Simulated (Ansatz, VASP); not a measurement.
## CrO2: VASP beside Ansatz

```
Cr O
1.0
     2.83140    0.00000    0.00000
    -1.41570    2.45206    0.00000
     0.00000    0.00000    4.54439
Cr O
1 2
Direct
  0.00000 0.00000 0.00000
  0.33333 0.66667 0.24584
  0.66667 0.33333 0.75416
```

Alike in both runs: task single point; functional PBE; k mesh 6 × 6 × 4; occupations gaussian, width 0.1 eV; collinear spin.

```csv
,VASP,Ansatz
version,VASP 6.6.1,Ansatz 0.2.0
potentials or method,"VASP PAW PBE potentials, release 64 (Cr_pv, O), cutoff 520 eV","scalar-relativistic, plane waves, PAW"
valence electrons in the cell,24,26
```

```csv
,VASP,Ansatz,Ansatz less VASP
gap on the k mesh at the Fermi level (eV),none,none,-
pressure (GPa),-10.8,-11.4,-0.66
"traceless stress, the component that is largest in VASP (GPa)",-11.79,-11.57,+0.218
rms of the force components (eV/Å),1.154,1.189,+0.0349
net moment per atom (μB),0.67,0.67,0.000
size of the moment on the site where the two differ most (μB),2.05,1.76,-0.295
```

Site moments also hang on the region over which each program counts them. Atom by atom the forces differ by 0.035 eV/Å (rms over components). A gap of «none» marks a metal or a gap that the smearing closes. VASP's potentials hold 24 valence electrons a cell and Ansatz's 26, so a difference there can come from the potentials and not from the codes.

The k mesh is coarse, so the values compare programs but aren't converged.
